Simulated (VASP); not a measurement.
# CO2 (C222_1) in VASP: single point with PBE

Aim: the single point of CO2 with PBE.

Program: VASP 6.6.1. These are calculated values, not measurements. Logs are shortened: lines on timing, memory, paths and dates and some standing lists are left out, and cuts for length are marked.

**1. The cell of the first run**

The structure is orthorhombic, space group C222_1 (No. 20). The conventional cell has a = 4.349 Å, b = 5.267 Å, c = 6.604 Å, α = 90.00°, β = 90.00°, γ = 90.00°. Within 1.5 Å of C (site symmetry 2) lie 2 O at 1.11 Å. O (site symmetry 1) has 1 C at 1.11 Å within 1.5 Å.

**2. Single point, PBE (strained and its atoms moved)**

INCAR

```
  ALGO = Normal
  EDIFF = 1E-6
  ENCUT = 520
  GGA = PE
  ISIF = 2
  ISMEAR = 0
  LASPH = True
  LCHARG = False
  LREAL = False
  LWAVE = False
  NBANDS = 25
  NELM = 60
  PREC = Accurate
  SIGMA = 0.02
```

KPOINTS

```
k-points
0
Gamma
  6 6 4
```

POSCAR

```
CO2
1.0
    2.6332753188     -2.1743046228      0.0000000000
    2.6332753188      2.1743046228      0.0000000000
    0.0000000000      0.0000000000      6.6036428473
C O
2 4
Direct
    0.0114432570      0.0114432570      0.0000000000
    0.4885567430      0.4885567430      0.5000000000
    0.7805094585      0.1838547344      0.8999208064
    0.1838547344      0.7805094585      0.1000791936
    0.7194905415      0.3161452656      0.3999208064
    0.3161452656      0.7194905415      0.6000791936
```

Potentials or basis: VASP PAW PBE potentials, release 64 (C, O).

Run with:

```console
$ cat potpaw_PBE.64/C/POTCAR potpaw_PBE.64/O/POTCAR > POTCAR
$ mpirun -np 1 vasp_std > vasp.out
```

OUTCAR:

```text
EDIFF = 1E-6
   ENCUT = 520
   GGA = PE
   ISIF = 2
   ISMEAR = 0
   LASPH = True
   LREAL = False
   NELM = 60
   PREC = Accurate

 ion  position               nearest neighbor table
   1  0.011  0.011  0.000-   3 1.11   4 1.11
   2  0.489  0.489  0.500-   5 1.11   6 1.11
   3  0.781  0.184  0.900-   1 1.11
   4  0.184  0.781  0.100-   1 1.11
   5  0.719  0.316  0.400-   2 1.11
   6  0.316  0.719  0.600-   2 1.11

  LATTYP: Found a base centered orthorhombic cell.
 ALAT       =     4.3486092456
 B/A-ratio  =     1.2110884975
 C/A-ratio  =     1.5185643212

  Lattice vectors:

 A1 = (  -2.6332753188,  -2.1743046228,   0.0000000000)
 A2 = (   2.6332753188,  -2.1743046228,   0.0000000000)
 A3 = (   0.0000000000,   0.0000000000,   6.6036428473)

Analysis of symmetry for initial positions (statically):
=====================================================================
 Subroutine PRICEL returns:
 Original cell was already a primitive cell.

 Routine SETGRP: Setting up the symmetry group for a
 base centered orthorhombic supercell.

 Subroutine GETGRP returns: Found  4 space group operations
 (whereof  2 operations were pure point group operations)
 out of a pool of  8 trial point group operations.

The static configuration has the point symmetry C_2 .
 The point group associated with its full space group is D_2 .

Analysis of symmetry for dynamics (positions and initial velocities):
=====================================================================
 Subroutine PRICEL returns:
 Original cell was already a primitive cell.

 Routine SETGRP: Setting up the symmetry group for a
 base centered orthorhombic supercell.

 Subroutine GETGRP returns: Found  4 space group operations
 (whereof  2 operations were pure point group operations)
 out of a pool of  8 trial point group operations.

The dynamic configuration has the point symmetry C_2 .
 The point group associated with its full space group is D_2 .

 Subroutine INISYM returns: Found  4 space group operations
 (whereof  2 operations are pure point group operations),
 and found     1 'primitive' translations

[... 101 lines left out ...]
   NELM   =     60;   NELMIN=  2; NELMDL= -5     # of ELM steps
   EDIFF  = 0.1E-05   stopping-criterion for ELM
   LREAL  =      F    real-space projection
   EDIFFG = 0.1E-04   stopping-criterion for IOM
   NSW    =      0    number of steps for IOM
   IBRION =     -1    ionic relax: 0-MD 1-quasi-New 2-CG
   NFREE  =      0    steps in history (QN), initial steepest desc. (CG)
   ISIF   =      2    stress and relaxation
   ISYM   =      2    0-nonsym 1-usesym 2-fastsym
   POTIM  = 0.5000    time-step for ionic-motion
   TEBEG  =    0.0;   TEEND  =   0.0 temperature during run
   PSTRESS=    0.0 pullay stress
   NELECT =      32.0000    total number of electrons
   NUPDOWN=      -1.0000    fix difference up-down
   EMIN   =  10.00;   EMAX   =-10.00  energy-range for DOS
   EFERMI =   0.00;   METHOD = LEGACY
   ISMEAR =     0;   SIGMA  =   0.02  broadening in eV -4-tet -1-fermi 0-gaus
   EFERMI_NEDOS =   21; number of points for ismear=-14 and -15
   IALGO  =     38    algorithm
   IMIX   =      4    mixing-type and parameters
     AMIX     =   0.40;   BMIX     =  1.00
     AMIX_MAG =   1.60;   BMIX_MAG =  1.00
  volume/ion in A,a.u.               =      12.60        85.05
  Fermi-wavevector in a.u.,A,eV,Ry     =   1.229084  2.322631 20.553592  1.510646
  Thomas-Fermi vector in A             =   2.363984
   LORBIT       =      0    0 simple, 1 ext, 2 COOP (PROOUT), +10 PAW based schemes
   GGA     = PE    functional components
   LHFCALC =     F    Hartree Fock is set to
   AEXX    =    0.0000 exact exchange contribution
   IVDW    =     0    specifies the selected vdW correction
   LEPSILON=     F    determine dielectric tensor
   LRPA    =     F    only Hartree local field effects (RPA)
 non-spin polarized calculation
 Gauss-broadening in eV      SIGMA  =   0.02
  energy-cutoff  :      520.00
  volume of cell :       75.62
 maximum number of plane-waves:      2056
 NGX is ok and might be reduce to    28
   NGX = 13   NGY = 13   NGZ = 25

 number of electron      31.9999992 magnetization

 Free energy of the ion-electron system (eV)
  ---------------------------------------------------
  ext. energy  EPLUGINS =         0.00000000
  ---------------------------------------------------
  free energy    TOTEN  =       -44.39593784 eV

  energy without entropy =      -44.39593784  energy(sigma->0) =      -44.39593784

 E-fermi :  -2.4460     XC(G=0):  -8.5104

 val. band max:       -2.6316308197   @ k =   0.5000   0.5000   0.0000
 cond. band min:       3.5200445048   @ k =   0.0000   0.0000   0.0000
 fundamental gap:      6.1516753244
 Fermi energy:        -2.4460195153

 k-point     1 :       0.0000    0.0000    0.0000
  band No.  band energies     occupation
      1     -24.3145      2.00000
      2     -24.1555      2.00000
      3     -22.9501      2.00000
      4     -22.8669      2.00000
      5      -8.0796      2.00000
      6      -7.7635      2.00000
[... 661 lines left out ...]
     24      11.7698      0.00000
     25      12.2490      0.00000

 [... further k-points ...]

------------------------ aborting loop because EDIFF is reached ----------------------------------------

  FORCE on cell =-STRESS in cart. coord.  units (eV):
  Direction    XX          YY          ZZ          XY          YZ          ZX
  --------------------------------------------------------------------------------------
  -------------------------------------------------------------------------------------
  Total        1.1744940     26.4642326     15.1920824      0.0000000      0.0000000      0.0000000
  in kB       24.8846279    560.7117495    321.8827170      0.0000000      0.0000000      0.0000000
  external PRESSURE =     302.4930314 kB  Pullay stress =       0.0000000 kB

 VOLUME and BASIS-vectors are now :
 -----------------------------------------------------------------------------
  energy-cutoff  :      520.00
  volume of cell :       75.62
      direct lattice vectors                 reciprocal lattice vectors
     2.633275319 -2.174304623  0.000000000     0.189877601 -0.229958578  0.000000000
     2.633275319  2.174304623  0.000000000     0.189877601  0.229958578  0.000000000
     0.000000000  0.000000000  6.603642847     0.000000000  0.000000000  0.151431569

 POSITION                                       TOTAL-FORCE (eV/Angst)
 -----------------------------------------------------------------------------------
      0.06027      0.00000      0.00000        -0.192626      0.000000     -0.000000
      2.57301      0.00000      3.30182         0.192626      0.000000     -0.000000
      2.53944     -1.29731      5.94276         0.100280      7.015602     -5.341153
      2.53944      1.29731      0.66089         0.100280     -7.015602      5.341153
      2.72711     -0.87700      2.64093        -0.100280     -7.015602     -5.341153
      2.72711      0.87700      3.96271        -0.100280      7.015602      5.341153
 -----------------------------------------------------------------------------------
    total drift:                               -0.000000      0.000000      0.000000

  FREE ENERGIE OF THE ION-ELECTRON SYSTEM (eV)
  ---------------------------------------------------
  free  energy   TOTEN  =       -44.3959378425 eV

  energy  without entropy=      -44.3959378425  energy(sigma->0) =      -44.39593784
```

Run time: 75 s. Hardware: 1 thread of Intel Xeon Platinum 8259CL at 2.50GHz (Skylake/Cascade Lake), shared host; peak memory 0.2 GiB.

What came out:

```yaml
Free_energy: -44.3959 eV
Pressure: 30.2 GPa
Largest_force: 8.818 eV/Å
Band_gap_on_the_k_mesh: 6.15 eV (least direct gap 6.75 eV)
```

Forces in eV/Å, atoms in the order of the input:
```
C   -0.193  0.000  0.000
C    0.193  0.000  0.000
O    0.100  7.016 -5.341
O    0.100 -7.016  5.341
O   -0.100 -7.016 -5.341
O   -0.100  7.016  5.341
```

Levels at points of the mesh, in eV from the valence-band top:
```
           k point  band 12  band 13  band 14  band 15  band 16  band 17  band 18  band 19  band 20  band 21
(0.00, 0.00, 0.00)    -3.66    -0.95    -0.83    -0.74    -0.60     6.15     7.29     8.67     9.02     9.91
(0.50, 0.00, 0.00)    -4.03    -0.69    -0.69    -0.27    -0.12     7.46     8.10     9.05     9.58    11.62
(0.50, 0.50, 0.00)    -3.76    -1.04    -0.54    -0.53     0.00     8.71     9.11     9.27    10.27    11.85
(0.00, 0.00, 0.50)    -3.87    -0.83    -0.83    -0.71    -0.71     6.69     6.69     9.25     9.25     9.86
(0.50, 0.00, 0.50)    -3.88    -0.72    -0.72    -0.18    -0.18     7.78     7.78     9.36     9.36    11.59
(0.50, 0.50, 0.50)    -4.02    -0.81    -0.81    -0.25    -0.25     9.19     9.19     9.42     9.42    12.94
```

Caveat: the cell differs from its parent crystal (strained and its atoms moved); the stress differs along the axes, from 2 to 56 GPa; this functional lacks dispersion, which holds the molecules together, so the pressure and a relaxed volume are unreliable; forces of over 1 eV/Å act on the atoms, so gaps and moduli don't describe the material at rest.
